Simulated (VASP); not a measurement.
Set up this calculation in VASP 6.6.1, as the native input.

```yaml
Task: single point
Functional: PBEsol
Potentials_or_basis: VASP PAW PBE potentials, release 64 (Al, Ga_d, N)
Cutoff: 520 eV
k_mesh: 6 × 8 × 4
Occupations: gaussian, width 0.02 eV
Spin: no spin polarisation
Dipole_correction: no
Further_INCAR_settings: ALGO = Normal; EDIFF = 1e-07; NBANDS = 31
```

The structure of Al3GaN4 lies in POSCAR:

```
Al3GaN4
1.0
    4.9603959174      0.0000000000     -0.0001387210
    0.0000000000      3.0847461504      0.0000000000
   -0.0034535568      0.0000000000      5.3383900224
Al Ga N
3 1 4
Direct
    0.5005366394      0.5000000000      0.1674528096
    0.0012948290      0.5000000000      0.8349434567
    0.0013988389      0.0000000000      0.3315455485
    0.4993896524      0.0000000000      0.6660751901
    0.1106476941      0.0000000000      0.6662817684
    0.1223445806      0.5000000000      0.1672593244
    0.6249180880      0.5000000000      0.8402149717
    0.6230686776      0.0000000000      0.3262279303
```

One way to write it, as run:

INCAR

```
SYSTEM = Al3GaN4
  ALGO = Normal
  EDIFF = 1E-7
  ENCUT = 520
  GGA = PS
  ISIF = 2
  ISMEAR = 0
  LASPH = .TRUE.
  LCHARG = .FALSE.
  LREAL = .FALSE.
  LWAVE = .FALSE.
  NBANDS = 31
  NELM = 100
  PREC = Accurate
  SIGMA = 0.02
```

KPOINTS

```
k-points
0
G
  6 8 4
  0 0 0
```

Potentials or basis: VASP PAW PBE potentials, release 64 (Al, Ga_d, N).

Run with:

```bash
$ cat potpaw_PBE.64/Al/POTCAR potpaw_PBE.64/Ga_d/POTCAR potpaw_PBE.64/N/POTCAR > POTCAR
$ mpirun -np 1 vasp_std > vasp.out
```

Results of the run:

```json
{"Pressure": "10.0 GPa", "Largest force": "0.026 eV/Å", "Band gap on the k mesh": "3.86 eV"}
```

Caveat: the cell stands under pressure; the PAW data sets were made with another functional, which shifts forces and pressure a little.

Run time: 4.4 min on 1 thread of Intel Xeon 8259CL (shared host), peak memory 0.29 GiB.
